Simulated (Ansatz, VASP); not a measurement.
# Two plane-wave programs on MgS

```
Mg S
1.0
     2.60165    2.60165    0.00000
    -2.60165    2.60165    0.00000
     0.00000    2.60165    2.60165
Mg S
1 1
Direct
  0.00000 0.00000 0.00000
  0.50000 0.50000 0.00000
```

Change from the starting cell: unstrained.

Alike in both runs: task single point; functional r2SCAN; k mesh 8 × 8 × 8; no spin polarisation.

```csv
,VASP,Ansatz
version,VASP 6.6.1,Ansatz 0.2.0
potentials or method,"VASP PAW PBE potentials, release 64 (Mg, S)","PAW with Ansatz's default frozen-core files, scalar-relativistic"
plane-wave cutoff (eV),520,500
occupations,"gaussian, width 0.01 eV",fixed
valence electrons in the cell,8,16
```

|  | VASP | Ansatz | Ansatz less VASP |
| --- | --- | --- | --- |
| gap on the k mesh at the Fermi level (eV) | 3.43 | 3.46 | +0.029 |
| pressure (GPa) | -0.5 | 0.0 | +0.47 |

VASP's potentials were made for PBE, not for r2SCAN. VASP's potentials hold 8 valence electrons a cell and Ansatz's 16, so a difference there can come from the potentials and not from the codes.
